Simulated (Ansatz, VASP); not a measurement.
ZnS in VASP and in Ansatz

```
Zn S
1.0
     0.00000    2.03458    2.03458
     2.03458    0.00000    2.03458
     2.03458    2.03458    0.00000
Zn S
1 1
Cartesian
  0.0000 0.0000 0.0000
  2.0346 2.0346 2.0346
```

Change from the starting cell: volume scaled by 0.55, PAW files, partial_waves polarizable.

Alike in both runs: task single point; functional LDA; k mesh 16 × 16 × 16; occupations fermi-dirac, width 0.08 eV; no spin polarisation.

|  | VASP | Ansatz |
| --- | --- | --- |
| version | VASP 6.6.1 | Ansatz 0.2.0 |
| potentials or method | VASP PAW LDA potentials, release 64 (Zn, S) | PAW with Ansatz's default frozen-core files, scalar-relativistic |
| plane-wave cutoff (eV) | 500 | 420 |
| valence electrons in the cell | 18 | 18 |

```csv
,VASP,Ansatz,Ansatz less VASP
pressure (GPa),246.1,242.2,-3.91
```

LDA's correlation is that of Perdew and Zunger in VASP and of Perdew and Wang (1992) in Ansatz. Both programs put the cell under a high pressure, so it lies far from rest at this level.

Noted on VASP's run: the cell as given lies far from equilibrium.
